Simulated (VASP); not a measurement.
# AgI (I-4m2) in VASP: a series of runs

Runs on AgI. Level: PBE. Tasks: single point.

All numbers are computed with VASP 6.6.1; they aren't measurements. Logs are shortened: lines on timing, memory, paths and dates and some standing lists are left out, and cuts for length are marked.

### 1 The cell of the first run

The typed cell holds 2 atoms: a = 4.651 Å, b = 4.651 Å, c = 4.651 Å, α = 120.04°, β = 120.04°, γ = 89.94°.

### 2 Single point, PBE

Input file INCAR:

```
PREC = Accurate ; ENCUT = 500
EDIFF = 1E-6 ; ISMEAR = -1
SIGMA = 0.02 ; LREAL = F
LASPH = T ; NELM = 120
ALGO = Normal ; ISIF = 2
LWAVE = F ; LCHARG = F
GGA = PE ; NBANDS = 16
GGA_COMPAT = F
```

Input file KPOINTS:

```
regular mesh
0
Gamma
  8 8 8
```

Input file POSCAR:

```
AgI
1.0
   -2.3243249452      2.3243249452      3.2907520921
    2.3243249452     -2.3243249452      3.2907520921
    2.3243249452      2.3243249452     -3.2907520921
Ag I
1 1
Direct
    0.2500000000      0.7500000000      0.5000000000
    0.0000000000      0.0000000000      0.0000000000
```

Potentials or basis: VASP PAW PBE potentials, release 64 (Ag, I).

Launch:

```
$ cat potpaw_PBE.64/Ag/POTCAR potpaw_PBE.64/I/POTCAR > POTCAR
$ mpirun -np 1 vasp_std > vasp.out
```

OUTCAR:

```text
PREC = Accurate
   ENCUT = 500
   EDIFF = 1E-6
   ISMEAR = -1
   LREAL = F
   LASPH = T
   NELM = 120
   ISIF = 2
   GGA = PE

 ion  position               nearest neighbor table
   1  0.250  0.750  0.500-   2 2.85   2 2.85   2 2.85   2 2.85
   2  0.000  0.000  0.000-   1 2.85   1 2.85   1 2.85   1 2.85

  LATTYP: Found a body centered tetragonal cell.
 ALAT       =     4.6486498904
 C/A-ratio  =     1.4157883126

  Lattice vectors:

 A1 = (  -2.3243249452,   2.3243249452,   3.2907520921)
 A2 = (   2.3243249452,  -2.3243249452,   3.2907520921)
 A3 = (   2.3243249452,   2.3243249452,  -3.2907520921)

Analysis of symmetry for initial positions (statically):
=====================================================================
 Subroutine PRICEL returns:
 Original cell was already a primitive cell.

 Routine SETGRP: Setting up the symmetry group for a
 body centered tetragonal supercell.

 Subroutine GETGRP returns: Found  8 space group operations
 (whereof  8 operations were pure point group operations)
 out of a pool of 16 trial point group operations.

The static configuration has the point symmetry D_2d.

Analysis of symmetry for dynamics (positions and initial velocities):
=====================================================================
 Subroutine PRICEL returns:
 Original cell was already a primitive cell.

 Routine SETGRP: Setting up the symmetry group for a
 body centered tetragonal supercell.

 Subroutine GETGRP returns: Found  8 space group operations
 (whereof  8 operations were pure point group operations)
 out of a pool of 16 trial point group operations.

The dynamic configuration has the point symmetry D_2d.

 Subroutine INISYM returns: Found  8 space group operations
 (whereof  8 operations are pure point group operations),
 and found     1 'primitive' translations

----------------------------------------------------------------------------------------

                                     Primitive cell

  volume of cell :      71.1130

  direct lattice vectors                    reciprocal lattice vectors
    -2.324324945  2.324324945  3.290752092     0.000000000  0.215116222  0.151940950
     2.324324945 -2.324324945  3.290752092     0.215116222  0.000000000  0.151940950
     2.324324945  2.324324945 -3.290752092     0.215116222  0.215116222  0.000000000
[... 75 lines left out ...]
   PREC   = accura    normal or accurate (medium, high low for compatibility)
   ISTART =      0    job   : 0-new  1-cont  2-samecut
   ICHARG =      2    charge: 1-file 2-atom 10-const
   ISPIN  =      1    spin polarized calculation?
   LNONCOLLINEAR =      F non collinear calculations
   LSORBIT =      F    spin-orbit coupling
   LASPH  =      T    aspherical Exc in radial PAW
   ENCUT  =  500.0 eV  36.75 Ry    6.06 a.u.   8.48  8.48  8.48*2*pi/ulx,y,z
   NELM   =    120;   NELMIN=  2; NELMDL= -5     # of ELM steps
   EDIFF  = 0.1E-05   stopping-criterion for ELM
   LREAL  =      F    real-space projection
   EDIFFG = 0.1E-04   stopping-criterion for IOM
   NSW    =      0    number of steps for IOM
   IBRION =     -1    ionic relax: 0-MD 1-quasi-New 2-CG
   NFREE  =      0    steps in history (QN), initial steepest desc. (CG)
   ISIF   =      2    stress and relaxation
   ISYM   =      2    0-nonsym 1-usesym 2-fastsym
   POTIM  = 0.5000    time-step for ionic-motion
   TEBEG  =    0.0;   TEEND  =   0.0 temperature during run
   PSTRESS=    0.0 pullay stress
   NELECT =      18.0000    total number of electrons
   NUPDOWN=      -1.0000    fix difference up-down
   EMIN   =  10.00;   EMAX   =-10.00  energy-range for DOS
   EFERMI =   0.00;   METHOD = LEGACY
   ISMEAR =    -1;   SIGMA  =   0.02  broadening in eV -4-tet -1-fermi 0-gaus
   EFERMI_NEDOS =   21; number of points for ismear=-14 and -15
   IALGO  =     38    algorithm
   IMIX   =      4    mixing-type and parameters
     AMIX     =   0.40;   BMIX     =  1.00
     AMIX_MAG =   1.60;   BMIX_MAG =  1.00
  volume/ion in A,a.u.               =      35.56       239.95
  Fermi-wavevector in a.u.,A,eV,Ry     =   1.035578  1.956958 14.591178  1.072421
  Thomas-Fermi vector in A             =   2.169928
   LORBIT       =      0    0 simple, 1 ext, 2 COOP (PROOUT), +10 PAW based schemes
   GGA     = PE    functional components
   LHFCALC =     F    Hartree Fock is set to
   AEXX    =    0.0000 exact exchange contribution
   IVDW    =     0    specifies the selected vdW correction
   LEPSILON=     F    determine dielectric tensor
   LRPA    =     F    only Hartree local field effects (RPA)
 non-spin polarized calculation
  energy-cutoff  :      500.00
  volume of cell :       71.11
 maximum number of plane-waves:      1832
 NGX is ok and might be reduce to    36
   NGX = 17   NGY = 17   NGZ = 17

 number of electron      18.0000002 magnetization

 Free energy of the ion-electron system (eV)
  ---------------------------------------------------
  ext. energy  EPLUGINS =         0.00000000
  ---------------------------------------------------
  free energy    TOTEN  =        -4.78917461 eV

  energy without entropy =       -4.78917461  energy(sigma->0) =       -4.78917461

 E-fermi :   3.1358     XC(G=0):  -8.2560

 val. band max:        2.7192292931   @ k =   0.0000   0.0000   0.0000
 cond. band min:       4.0621005972   @ k =   0.0000   0.0000   0.0000
 fundamental gap:      1.3428713040
 Fermi energy:         3.1358445005

 k-point     1 :       0.0000    0.0000    0.0000
  band No.  band energies     occupation
      1      -9.8819      2.00000
      2      -1.2792      2.00000
      3      -1.2786      2.00000
      4      -1.2786      2.00000
      5      -0.1952      2.00000
      6      -0.1944      2.00000
[... 433 lines left out ...]
      3      -1.0960      2.00000
      4      -0.9354      2.00000
      5      -0.2265      2.00000
      6      -0.1519      2.00000
[... 8 lines left out ...]
     15      13.3604      0.00000
     16      13.9760      0.00000

 [... further k-points ...]
[... 5 lines left out ...]
  --------------------------------------------------------------------------------------
  -------------------------------------------------------------------------------------
  Total        0.2696039      0.2696039      0.2665353      0.0000000      0.0000000      0.0000000
  in kB        6.0741838      6.0741838      6.0050471      0.0000000      0.0000000      0.0000000
  external PRESSURE =       6.0511382 kB  Pullay stress =       0.0000000 kB

 VOLUME and BASIS-vectors are now :
 -----------------------------------------------------------------------------
  energy-cutoff  :      500.00
  volume of cell :       71.11
      direct lattice vectors                 reciprocal lattice vectors
    -2.324324945  2.324324945  3.290752092     0.000000000  0.215116222  0.151940950
     2.324324945 -2.324324945  3.290752092     0.215116222  0.000000000  0.151940950
     2.324324945  2.324324945 -3.290752092     0.215116222  0.215116222  0.000000000

 POSITION                                       TOTAL-FORCE (eV/Angst)
 -----------------------------------------------------------------------------------
      2.32432      0.00000      1.64538         0.000000      0.000000      0.000000
      0.00000      0.00000      0.00000        -0.000000     -0.000000     -0.000000
 -----------------------------------------------------------------------------------
    total drift:                               -0.000000      0.000000     -0.000000

  FREE ENERGIE OF THE ION-ELECTRON SYSTEM (eV)
  ---------------------------------------------------
  free  energy   TOTEN  =        -4.7891746063 eV

  energy  without entropy=       -4.7891746063  energy(sigma->0) =       -4.78917461
```

stdout:

```text
POSCAR found type information on POSCAR AgI
 POSCAR found :  2 types and       2 ions
 scaLAPACK will be used
 LDA part: xc-table for (Slater+PW92), standard interpolation
 POSCAR, INCAR and KPOINTS ok, starting setup
 FFT: planning ... GRIDC
 FFT: planning ... GRID_SOFT
 FFT: planning ... GRID
 WAVECAR not read
 entering main loop
```

Wall time 42 s (1 thread of Intel Xeon Platinum 8488C (Sapphire Rapids), shared host); peak memory 0.24 GiB.

What came out:

```yaml
Free_energy: -4.7892 eV
Pressure: 0.6 GPa
Band_gap_on_the_k_mesh: 1.34 eV
```

Levels at points of the mesh, in eV from the valence-band top:
```csv
k point,band 5,band 6,band 7,band 8,band 9,band 10,band 11,band 12,band 13,band 14
"(0.00, 0.00, 0.00)",-2.91,-2.91,0.00,0.00,0.00,1.34,5.81,5.82,5.82,8.90
"(0.50, 0.00, 0.00)",-2.89,-2.89,-2.78,-0.67,-0.67,2.78,6.28,6.28,7.15,9.19
"(0.50, 0.50, 0.00)",-2.83,-2.80,-2.46,-1.67,-1.66,3.72,3.85,8.38,9.51,9.52
"(0.50, 0.50, 0.50)",-2.83,-2.80,-2.47,-1.66,-1.66,3.72,3.86,8.37,9.51,9.51
```

Caveat: spin-orbit coupling is left out, which moves the levels of the heavy elements.

### 3 Single point, PBE (strain +4.5%)

Input file INCAR:

```
PREC = Accurate
ENCUT = 500
EDIFF = 1E-6
ISMEAR = -1
SIGMA = 0.02
LREAL = F
LASPH = T
NELM = 120
ALGO = Normal
ISIF = 2
LWAVE = F
LCHARG = F
GGA = PE
NBANDS = 16
GGA_COMPAT = F
```

KPOINTS is that of step 2.

Input file POSCAR:

```
AgI
1.0
   -2.4282222702      2.4282222702      3.4378487106
    2.4282222702     -2.4282222702      3.4378487106
    2.4282222702      2.4282222702     -3.4378487106
Ag I
1 1
Direct
    0.2500000000      0.7500000000      0.5000000000
    0.0000000000      0.0000000000      0.0000000000
```

Potentials or basis: VASP PAW PBE potentials, release 64 (Ag, I).

Launch:

```
$ cat potpaw_PBE.64/Ag/POTCAR potpaw_PBE.64/I/POTCAR > POTCAR
$ mpirun -np 1 vasp_std > vasp.out
```

Wall time 45 s (1 thread of Intel Xeon Platinum 8488C (Sapphire Rapids), shared host); peak memory 0.25 GiB.

The run converged. Its results:

- Free energy: -4.7296 eV
- Pressure: -2.1 GPa
- Band gap on the k mesh: 1.36 eV

Levels at points of the mesh, in eV from the valence-band top:
```tsv
k point	band 6	band 7	band 8	band 9	band 10	band 11	band 12	band 13
(0.00, 0.00, 0.00)	-2.46	0.00	0.00	0.00	1.36	6.01	6.01	6.01
(0.50, 0.00, 0.00)	-2.44	-2.37	-0.52	-0.51	2.82	6.42	6.42	6.87
(0.50, 0.50, 0.00)	-2.38	-2.06	-1.30	-1.29	3.83	4.05	8.04	9.06
(0.50, 0.50, 0.50)	-2.38	-2.06	-1.29	-1.29	3.83	4.06	8.03	9.07
```

Caveat: the cell differs from its parent crystal (strain +4.5%); spin-orbit coupling is left out, which moves the levels of the heavy elements.
